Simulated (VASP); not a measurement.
A run of VASP 6.6.1 is set up as follows.

INCAR

```
PREC = Accurate
ENCUT = 520
EDIFF = 1E-7
ISMEAR = -1
SIGMA = 0.1
LREAL = F
LASPH = T
NELM = 100
ALGO = Normal
ISIF = 2
LWAVE = F
LCHARG = F
GGA = CA
NBANDS = 12
```

Contents of KPOINTS:

```
regular mesh
0
Gamma
  16 16 16
```

Contents of POSCAR:

```
Cu
1.0
   -1.4394752629      1.4394752629      1.3194982874
    1.4394752629     -1.4394752629      1.3194982874
    1.4394752629      1.4394752629     -1.3194982874
Cu
1
Direct
    0.0000000000      0.0000000000      0.0000000000
```

Potentials or basis: VASP PAW LDA potentials, release 64 (Cu).

Run with:

```sh
$ cat potpaw_LDA.64/Cu/POTCAR > POTCAR
$ mpirun -np 1 vasp_std > vasp.out
```

Estimate the band gap on the k mesh.

zero (an odd number of electrons rules out a gap without spin polarisation).

What does it give for the pressure?

0.9 GPa.

Stress tensor (GPa, compression positive):
```
0.89 0.00 0.00
0.00 0.89 0.00
0.00 0.00 0.96
```
